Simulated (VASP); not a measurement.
Set up this calculation in VASP 6.6.1, as the native input.

```yaml
Task: single point
Functional: PBE
Potentials_or_basis: VASP PAW PBE potentials, release 64 (Si, Cl)
Cutoff: 520 eV
k_mesh: 4 × 5 × 1
Occupations: gaussian, width 0.05 eV
Spin: no spin polarisation
Dipole_correction: yes
Further_INCAR_settings: ALGO = Normal; EDIFF = 1e-06; NBANDS = 44
```

The structure of Si6Cl lies in POSCAR:

```
Si6Cl
1.0
    7.7350714036      0.0000000000      0.0000000000
    0.0000000000      5.4695214425      0.0000000000
    0.0000000000      0.0000000000     21.7238418972
Si Cl
12 2
Direct
    0.2500000000      0.0000000000      0.1841294933
    0.7500000000      0.0000000000      0.1841294933
    0.0000000000      0.2500000000      0.1841294933
    0.5000000000      0.2500000000      0.1841294933
    0.0000000000      0.5024402289      0.2710384085
    0.5000000000      0.5024402289      0.2710384085
    0.2500000000      0.7475597711      0.2710384085
    0.7500000000      0.7475597711      0.2710384085
    0.2500000000      0.0098635104      0.3555467736
    0.7500000000      0.0098635104      0.3555467736
    0.0000000000      0.2401364896      0.3555467736
    0.5000000000      0.2401364896      0.3555467736
    0.0000000000      0.8361737260      0.4936438936
    0.0000000000      1.1835532948      0.4936438936
```

The input as run:

INCAR

```
PREC = Accurate ; ENCUT = 520
EDIFF = 1E-6 ; ISMEAR = 0
SIGMA = 0.05 ; LREAL = False
LASPH = True ; NELM = 80
ALGO = Normal ; ISIF = 2
LWAVE = False ; LCHARG = False
LDIPOL = True ; IDIPOL = 3
DIPOL = 0.5 0.5 0.302 ; GGA = PE
NBANDS = 44
```

KPOINTS

```
regular mesh
0
Gamma
  4 5 1
```

Potentials or basis: VASP PAW PBE potentials, release 64 (Si, Cl).

Run with:

```bash
$ cat potpaw_PBE.64/Si/POTCAR potpaw_PBE.64/Cl/POTCAR > POTCAR
$ mpirun -np 1 vasp_std > vasp.out
```

Results of the run:

```
Largest force          : 2.617 eV/Å
Band gap on the k mesh : zero (bands 31 and 32 overlap by 0.25 eV)
```

Wall time 29 min on 1 thread of Intel Xeon 8259CL (shared host), peak memory 0.96 GiB.
